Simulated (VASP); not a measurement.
# Ta3N in VASP: further runs, part 2 of 2

VASP 6.6.1. The steps go on from the part before.

### 3 Single point, PBEsol (atom 4 (N) moved by (-0.300, -0.150) A along x and y)

INCAR reads:

```
  PREC = Accurate
  ENCUT = 520
  EDIFF = 1E-6
  ISMEAR = 0
  SIGMA = 0.15
  LREAL = F
  LASPH = T
  NELM = 100
  ALGO = Fast
  ISIF = 2
  LWAVE = F
  LCHARG = F
  GGA = PS
  NBANDS = 27
```

KPOINTS reads:

```
regular mesh
0
Gamma
  18 18 8
```

POSCAR reads:

```
Ta3N
1.0
    3.0005045844      0.0000000000      0.0000000000
   -1.5002522922      2.5985131942      0.0000000000
    0.0000000000      0.0000000000      7.4499251172
Ta N
3 1
Direct
    0.0000000000      0.0000000000      0.5000000000
    0.3333333333      0.6666666667      0.1725859884
    0.6666666667      0.3333333333      0.8274140116
   -0.1288458423     -0.0577253178      0.0000000000
```

Potentials or basis: VASP PAW PBE potentials, release 64 (Ta_pv, N).

On the command line:

```
> cat potpaw_PBE.64/Ta_pv/POTCAR potpaw_PBE.64/N/POTCAR > POTCAR
> mpirun -np 1 vasp_std > vasp.out
```

OUTCAR:

```text
PREC = Accurate
   ENCUT = 520
   EDIFF = 1E-6
   ISMEAR = 0
   LREAL = F
   LASPH = T
   NELM = 100
   ISIF = 2
   GGA = PS

 ion  position               nearest neighbor table
   1  0.000  0.000  0.500-   2 2.99   3 2.99   2 2.99   3 2.99   3 2.99   2 2.99
   2  0.333  0.667  0.173-   4 1.90   4 2.30   4 2.33   1 2.99   1 2.99   1 2.99   3 3.10   3 3.10
                             3 3.10
   3  0.667  0.333  0.827-   4 2.03   4 2.06   4 2.43   1 2.99   1 2.99   1 2.99   2 3.10   2 3.10
                             2 3.10
   4  0.871  0.942  0.000-   2 1.90   3 2.03   3 2.06   2 2.30   2 2.33   3 2.43

  LATTYP: Found a hexagonal cell.
 ALAT       =     3.0005045844
 C/A-ratio  =     2.4828907631

  Lattice vectors:

 A1 = (   3.0005045844,   0.0000000000,   0.0000000000)
 A2 = (  -1.5002522922,   2.5985131942,   0.0000000000)
 A3 = (   0.0000000000,   0.0000000000,   7.4499251172)

Analysis of symmetry for initial positions (statically):
=====================================================================
 Subroutine PRICEL returns:
 Original cell was already a primitive cell.

[... 168 lines left out ...]
  ext. energy  EPLUGINS =         0.00000000
  ---------------------------------------------------
  free energy    TOTEN  =       -47.64498201 eV

  energy without entropy =      -47.60750263  energy(sigma->0) =      -47.62624232

 E-fermi :   6.6974     XC(G=0): -12.9516

 val. band max:        6.6971863671   @ k =  -0.2222  -0.3333  -0.1250
 cond. band min:       6.6977258204   @ k =   0.3333   0.0000   0.2500
 fundamental gap:      0.0005394533
 Fermi energy:         6.6973843274

 k-point     1 :       0.0000    0.0000    0.0000
  band No.  band energies     occupation
      1     -28.3672      2.00000
      2     -28.0148      2.00000
      3     -27.6360      2.00000
      4     -27.6176      2.00000
      5     -27.5233      2.00000
      6     -27.5224      2.00000
[... 709 lines left out ...]
     26      11.9593      0.00000
     27      12.2554      0.00000

 [... further k-points ...]
[... 5 lines left out ...]
  --------------------------------------------------------------------------------------
  -------------------------------------------------------------------------------------
  Total        2.9436364      1.6505948      3.9417625      0.9888592     -1.4760108     -1.9720200
  in kB       81.1939399     45.5281417    108.7251233     27.2755745    -40.7126128    -54.3939713
  external PRESSURE =      78.4824016 kB  Pullay stress =       0.0000000 kB

 VOLUME and BASIS-vectors are now :
 -----------------------------------------------------------------------------
  energy-cutoff  :      520.00
  volume of cell :       58.09
      direct lattice vectors                 reciprocal lattice vectors
     3.000504584  0.000000000  0.000000000     0.333277278  0.192417726  0.000000000
    -1.500252292  2.598513194  0.000000000     0.000000000  0.384835452  0.000000000
     0.000000000  0.000000000  7.449925117     0.000000000  0.000000000  0.134229537

 POSITION                                       TOTAL-FORCE (eV/Angst)
 -----------------------------------------------------------------------------------
      0.00000      0.00000      3.72496        -0.016645     -0.006104      0.092375
     -0.00000      1.73234      1.28575        -2.769368     -1.573991      2.076437
      1.50025      0.86617      6.16417        -1.366665     -0.532284     -1.232148
      1.20025      2.44851      0.00000         4.152678      2.112379     -0.936663
 -----------------------------------------------------------------------------------
    total drift:                                0.000317      0.000176      0.000010

  FREE ENERGIE OF THE ION-ELECTRON SYSTEM (eV)
  ---------------------------------------------------
  free  energy   TOTEN  =       -47.6449820139 eV

  energy  without entropy=      -47.6075026273  energy(sigma->0) =      -47.62624232
```

OSZICAR:

```text
N       E                     dE             d eps       ncg     rms          rms(c)
DAV:   1     0.335347926835E+03    0.33535E+03   -0.20830E+04 70216   0.146E+03
DAV:   2    -0.356037293854E+02   -0.37095E+03   -0.36259E+03 79089   0.430E+02
DAV:   3    -0.513101774626E+02   -0.15706E+02   -0.15413E+02 89097   0.822E+01
DAV:   4    -0.515451821547E+02   -0.23500E+00   -0.23372E+00 87992   0.995E+00
DAV:   5    -0.515479790430E+02   -0.27969E-02   -0.27934E-02 89753   0.992E-01    0.332E+01
RMM:   6    -0.480308500583E+02    0.35171E+01   -0.10625E+01 85249   0.150E+01    0.157E+01
RMM:   7    -0.477841486735E+02    0.24670E+00   -0.19598E+00 86297   0.797E+00    0.588E+00
RMM:   8    -0.477948476775E+02   -0.10699E-01   -0.89740E-01 89665   0.400E+00    0.248E+00
RMM:   9    -0.476441703205E+02    0.15068E+00   -0.18558E-01 88877   0.205E+00    0.569E-01
RMM:  10    -0.476448206351E+02   -0.65031E-03   -0.42285E-02 99006   0.856E-01    0.183E-01
RMM:  11    -0.476449585810E+02   -0.13795E-03   -0.61020E-03 97973   0.391E-01    0.869E-02
RMM:  12    -0.476449923488E+02   -0.33768E-04   -0.10868E-03102005   0.160E-01    0.607E-02
RMM:  13    -0.476449811764E+02    0.11172E-04   -0.19876E-04 94323   0.735E-02    0.185E-02
RMM:  14    -0.476449818799E+02   -0.70353E-06   -0.43574E-05 98072   0.360E-02    0.613E-03
RMM:  15    -0.476449819941E+02   -0.11418E-06   -0.12059E-05 91560   0.189E-02    0.443E-03
RMM:  16    -0.476449820139E+02   -0.19741E-07   -0.22063E-06 66964   0.887E-03
   1 F= -.47644982E+02 E0= -.47626242E+02  d E =-.374794E-01
```

stdout:

```text
POSCAR found type information on POSCAR TaN
 POSCAR found :  2 types and       4 ions
 scaLAPACK will be used
 -----------------------------------------------------------------------------
|                                                                             |
|                                                                             |
|     You enforced a specific xc type in the INCAR file but a different       |
|     I HOPE YOU KNOW WHAT YOU ARE DOING!                                     |
|                                                                             |
 -----------------------------------------------------------------------------

 LDA part: xc-table for (Slater+PW92), standard interpolation
 POSCAR, INCAR and KPOINTS ok, starting setup
 FFT: planning ... GRIDC
 FFT: planning ... GRID_SOFT
 FFT: planning ... GRID
 WAVECAR not read
 entering main loop
```

Run time: 43 min. Hardware: 1 thread of Oxide Virtual Turin-like, shared host; peak memory 1.5 GiB.

Results:

```
Free energy            : -47.6450 eV
Pressure               : 7.8 GPa
Largest force          : 4.752 eV/Å
Band gap on the k mesh : zero (bands 19 and 20 overlap by 1.07 eV)
```

Forces in eV/Å, atoms in the order of the input:
```
Ta  -0.017 -0.006  0.092
Ta  -2.769 -1.574  2.076
Ta  -1.367 -0.532 -1.232
N    4.153  2.112 -0.937
```

Caveat: the cell differs from its parent crystal (atom 4 (N) moved by (-0.300, -0.150) A along x and y); the cell stands under pressure; the PAW data sets were made with another functional, which shifts forces and pressure a little; spin-orbit coupling is left out, which moves the levels of the heavy elements.
